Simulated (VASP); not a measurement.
Here is a VASP 6.6.1 calculation.

Contents of INCAR:

```
SYSTEM = CaF2
  PREC = Accurate
  ENCUT = 600
  EDIFF = 1E-6
  ISMEAR = 0
  SIGMA = 0.05
  LREAL = .FALSE.
  LASPH = .TRUE.
  NELM = 120
  ALGO = Normal
  ISIF = 2
  LWAVE = .FALSE.
  LCHARG = .TRUE.
  GGA = PS
  IVDW = 12
  LELF = .TRUE.
  LVHAR = .TRUE.
  NBANDS = 19
  GGA_COMPAT = .FALSE.
```

KPOINTS

```
regular mesh
0
G
  6 6 6
  0 0 0
```

Contents of POSCAR:

```
CaF2
1.0
    0.0000000000      2.7787126793      2.7787126793
    2.7787126793      0.0000000000      2.7787126793
    2.7787126793      2.7787126793      0.0000000000
Ca F
1 2
Direct
    0.0000000000      0.0000000000      0.0000000000
    0.2500000000      0.2500000000      0.2500000000
    0.7500000000      0.7500000000      0.7500000000
```

Potentials or basis: VASP PAW PBE potentials, release 64 (Ca_sv, F).

The run is started by

```bash
$ cat potpaw_PBE.64/Ca_sv/POTCAR potpaw_PBE.64/F/POTCAR > POTCAR
$ mpirun -np 1 vasp_std > vasp.out
```

Estimate the pressure.

-6.9 GPa.

Estimate the dispersion energy per atom.

-0.135 eV.

Predict the band gap on the k mesh.

6.80 eV (least direct gap 7.05 eV).

Caveat: three body term missing; the cell stands under tension; the PAW data sets were made with another functional, which shifts forces and pressure a little. A k mesh can miss the band edges.
